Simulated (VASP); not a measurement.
Here is a VASP 6.6.1 calculation.

POSCAR

```
SrO
1.0
    4.2700309401      0.0000000000      0.0000000000
   -2.1350154700      3.6979552691      0.0000000000
    0.0000000000      0.0000000000      5.1444468298
Sr O
2 2
Direct
    0.3333333333      0.6666666667     -0.0625000000
    0.6666666667      0.3333333333      0.4375000000
    0.3333333333      0.6666666667      0.4375000000
    0.6666666667      0.3333333333      0.9375000000
```

The input INCAR.step1:

```
ALGO     = Normal         # electronic algorithm
EDIFF    = 1E-4           # SCF threshold, eV
ENCUT    = 520            # plane-wave cutoff, eV
GGA      = PE             # functional
ISMEAR   = 0              # smearing method
LASPH    = True           # aspherical terms in the spheres
LCHARG   = False          # write CHGCAR
LREAL    = False          # projectors in reciprocal space
LWAVE    = True           # write WAVECAR
NBANDS   = 24             # bands
NELM     = 100            # most SCF steps
PREC     = Accurate       # precision mode
SIGMA    = 0.01           # smearing width, eV
```

Contents of INCAR.step2:

```
ALGO     = Normal         # electronic algorithm
EDIFF    = 1E-6           # SCF threshold, eV
ENCUT    = 520            # plane-wave cutoff, eV
ISIF     = 2              # what is computed and relaxed
ISMEAR   = 0              # smearing method
ISTART   = 1            
LASPH    = True           # aspherical terms in the spheres
LCHARG   = False          # write CHGCAR
LMIXTAU  = True         
LREAL    = False          # projectors in reciprocal space
LWAVE    = False          # write WAVECAR
METAGGA  = R2SCAN         # meta-GGA
NBANDS   = 24             # bands
NELM     = 100            # most SCF steps
PREC     = Accurate       # precision mode
SIGMA    = 0.01           # smearing width, eV
```

KPOINTS

```
k-points
0
Gamma
  12 12 6
```

Potentials or basis: VASP PAW PBE potentials, release 64 (Sr_sv, O).

Command:

```bash
$ cat potpaw_PBE.64/Sr_sv/POTCAR potpaw_PBE.64/O/POTCAR > POTCAR
$ cp INCAR.step1 INCAR
$ mpirun -np 1 vasp_std > vasp.out
$ cp INCAR.step2 INCAR
$ mpirun -np 1 vasp_std > vasp.out
```

(1) Predict the band gap on the k mesh.

(2) What does it give for the pressure?

Answers

(1) 3.02 eV, direct.

(2) 0.5 GPa.

Caveat: the PAW data sets were made with another functional, which shifts forces and pressure a little.
